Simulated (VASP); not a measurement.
A run of VASP 6.6.1:

INCAR

```
PREC = Accurate
ENCUT = 500
EDIFF = 1E-6
ISMEAR = 0
SIGMA = 0.05
LREAL = False
LASPH = True
NELM = 120
ALGO = Normal
ISIF = 2
LWAVE = False
LCHARG = True
GGA = PE
LELF = True
LVHAR = True
NBANDS = 12
GGA_COMPAT = False
```

File KPOINTS:

```
regular mesh
0
Gamma
  6 6 6
```

File POSCAR:

```
SbP
1.0
    0.0000000000      2.9101917669      2.9101917669
    2.9101917669      0.0000000000      2.9101917669
    2.9101917669      2.9101917669      0.0000000000
Sb P
1 1
Direct
    0.0000000000      0.0000000000      0.0000000000
    0.2500000000      0.2500000000      0.2500000000
```

Potentials or basis: VASP PAW PBE potentials, release 64 (Sb, P).

Launch:

```sh
$ cat potpaw_PBE.64/Sb/POTCAR potpaw_PBE.64/P/POTCAR > POTCAR
$ mpirun -np 1 vasp_std > vasp.out
```

Hardware: 1 thread of Intel Xeon 8259CL, on a shared host.

Estimate the wall time of this run.

Run time: 20 s on 1 thread of Intel Xeon 8259CL, with other jobs on the host, peak memory 0.17 GiB. Counts: scf iterations 12, k points 16.
